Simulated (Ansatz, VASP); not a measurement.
# SiGe2N2: VASP beside Ansatz

File INCAR:

```
SYSTEM = SiGe2N2
ALGO = Normal
EDIFF = 1E-6
ENCUT = 520
GGA = PE
ISIF = 2
ISMEAR = 0
LASPH = .True.
LCHARG = .False.
LREAL = .False.
LWAVE = .False.
NBANDS = 29
NELM = 80
PREC = Accurate
SIGMA = 0.1
```

File KPOINTS:

```
k-points
0
Gamma
  8 8 8
  0 0 0
```

POSCAR

```
SiGe2N2
1.0
   -1.8190842810      1.8190842810      4.7728448956
    1.8190842810     -1.8190842810      4.7728448956
    1.8190842810      1.8190842810     -4.7728448956
Si Ge N
1 2 2
Direct
    0.0000000000      0.0000000000      0.0000000000
    0.2500000000      0.7500000000      0.5000000000
    0.7500000000      0.2500000000      0.5000000000
    0.6260000000      0.6260000000      0.0000000000
    0.3740000000      0.3740000000      0.0000000000
```

Input for Ansatz:

```yaml
crystal:
  lattice:
    - [-1.819084281, 1.819084281, 4.7728448956]
    - [1.819084281, -1.819084281, 4.7728448956]
    - [1.819084281, 1.819084281, -4.7728448956]
  atoms:
    - { symbol: Si, position: [0.0, 0.0, 0.0] }
    - { symbol: Ge, position: [0.25, 0.75, 0.5] }
    - { symbol: Ge, position: [0.75, 0.25, 0.5] }
    - { symbol: "N", position: [0.626, 0.626, 0.0] }
    - { symbol: "N", position: [0.374, 0.374, 0.0] }
basis:
  ecutwfc: 420
kpoints:
  mp_grid: { grid: [8, 8, 8] }
hamiltonian:
  xc: pbe
scf:
  occupations: { method: gaussian, width: 0.1 }
  lower_state_search: "off"
output:
  forces: true
  stress: true
  eigenvalues: true
```

Alike in both runs: task single point; functional PBE; k mesh 8 × 8 × 8; occupations gaussian, width 0.1 eV; no spin polarisation.

```csv
,VASP,Ansatz
version,VASP 6.6.1,Ansatz 0.2.0
potentials or method,"VASP PAW PBE potentials, release 64 (Si, Ge_d, N), cutoff 520 eV","scalar-relativistic, plane waves, PAW"
valence electrons in the cell,42,42
```

|  | VASP | Ansatz | Ansatz less VASP |
| --- | --- | --- | --- |
| gap on the k mesh at the Fermi level (eV) | none | none | - |
| pressure (GPa) | 16.6 | 16.4 | -0.20 |
| traceless stress, the component that is largest in VASP (GPa) | -9.05 | -9.00 | +0.052 |
| rms of the force components (eV/Å) | 0.510 | 0.523 | +0.0126 |

Atom by atom the forces differ by 0.013 eV/Å (rms over components). A gap of «none» marks a metal or a gap that the smearing closes. With one functional, cell and mesh, what is left measures potentials, basis and numerics.
